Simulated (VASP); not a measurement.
A run of VASP 6.6.1 is set up as follows.

INCAR

```
PREC = Accurate
ENCUT = 600
EDIFF = 1E-7
ISMEAR = 0
SIGMA = 0.02
LREAL = F
LASPH = T
NELM = 120
ALGO = Normal
ISIF = 3
LWAVE = F
LCHARG = F
GGA = CA
IBRION = 2
NSW = 100
EDIFFG = -0.002
GGA_COMPAT = F
NELMIN = 4
```

KPOINTS

```
Automatic mesh
0
Gamma
  8 8 8
```

POSCAR

```
BeS
1.0
    0.0000000000      2.4200000000      2.4200000000
    2.4200000000      0.0000000000      2.4200000000
    2.4200000000      2.4200000000      0.0000000000
Be S
1 1
Direct
    0.0000000000      0.0000000000      0.0000000000
    0.2500000000      0.2500000000      0.2500000000
```

Potentials or basis: VASP PAW LDA potentials, release 64 (Be, S).

Run with:

```console
$ cat potpaw_LDA.64/Be/POTCAR potpaw_LDA.64/S/POTCAR > POTCAR
$ mpirun -np 1 vasp_std > vasp.out
```

Q: What does it give for the relaxed cell?

A: a = 3.392 Å, b = 3.392 Å, c = 3.392 Å, α = 60.00°, β = 60.00°, γ = 60.00°.

Q: What does it give for the band gap on the k mesh?

A: 2.83 eV (least direct gap 5.53 eV).

Final structure:
```
Be S
1.0
     0.00000    2.39866    2.39866
     2.39866    0.00000    2.39866
     2.39866    2.39866    0.00000
Be S
1 1
Direct
  0.00000 0.00000 0.00000
  0.25000 0.25000 0.25000
```

A k mesh can miss the band edges.
